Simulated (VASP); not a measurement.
Input of a VASP 6.6.1 run:

The input POSCAR:

```
NbSi2
1.0
    2.4222737600      4.1954975500      0.0000000000
   -2.4222737600      4.1954975500      0.0000000000
    0.0000000000      0.0000000000      7.4749483200
Nb Si
3 6
Direct
    0.5000000000      0.5000000000      0.5000000000
    0.5000000000      0.0000000000      0.8333300000
    0.0000000000      0.5000000000      0.1666700000
    0.1670000000      0.1670000000      0.5000000000
    0.8330000000      0.3340000000      0.8333300000
    0.6660000000      0.1670000000      0.1666700000
    0.8330000000      0.8330000000      0.5000000000
    0.1670000000      0.6660000000      0.8333300000
    0.3340000000      0.8330000000      0.1666700000
```

Contents of INCAR.step1:

```
PREC = Accurate ; ENCUT = 520
ISMEAR = 0 ; SIGMA = 0.034
LREAL = False ; LASPH = True
NELM = 150 ; ISPIN = 2
MAGMOM = 1 1 1 1 1 3 3 3 2 ; LMAXMIX = 4
LDAU = True ; LDAUTYPE = 2
LDAUL = 2 -1 ; LDAUU = 3.61 0
LDAUJ = 0 0 ; NBANDS = 46
GGA = PE ; ALGO = Normal
EDIFF = 1E-4 ; LWAVE = True
LCHARG = False
```

INCAR.step2

```
PREC = Accurate ; ENCUT = 520
EDIFF = 1E-6 ; ISMEAR = 0
SIGMA = 0.034 ; LREAL = False
LASPH = True ; NELM = 150
ALGO = Normal ; ISIF = 2
LWAVE = False ; LCHARG = False
ISPIN = 2 ; MAGMOM = 1 1 1 1 1 3 3 3 2
LORBIT = 11 ; LMAXMIX = 4
LDAU = True ; LDAUTYPE = 2
LDAUL = 2 -1 ; LDAUU = 3.61 0
LDAUJ = 0 0 ; LDAUPRINT = 1
METAGGA = R2SCAN ; LMIXTAU = True
NBANDS = 46 ; ISTART = 1
```

The input KPOINTS:

```
regular mesh
0
Gamma
  4 4 3
```

Potentials or basis: VASP PAW PBE potentials, release 64 (Nb_sv, Si).

Command:

```bash
$ cat potpaw_PBE.64/Nb_sv/POTCAR potpaw_PBE.64/Si/POTCAR > POTCAR
$ cp INCAR.step1 INCAR
$ mpirun -np 1 vasp_std > vasp.out
$ cp INCAR.step2 INCAR
$ mpirun -np 1 vasp_std > vasp.out
```

What does it give for the pressure?

-16.5 GPa.

Predict the net moment.

0.25 μB per cell.

Stress tensor (GPa, compression positive):
```
 -9.83   0.00   0.00
  0.00  -9.83   0.00
  0.00   0.00 -29.96
```

Caveat: the k points lie up to 0.37 Å⁻¹ apart; the PAW data sets were made with another functional, which shifts forces and pressure a little; the U is typed as a test and isn't derived for this compound.
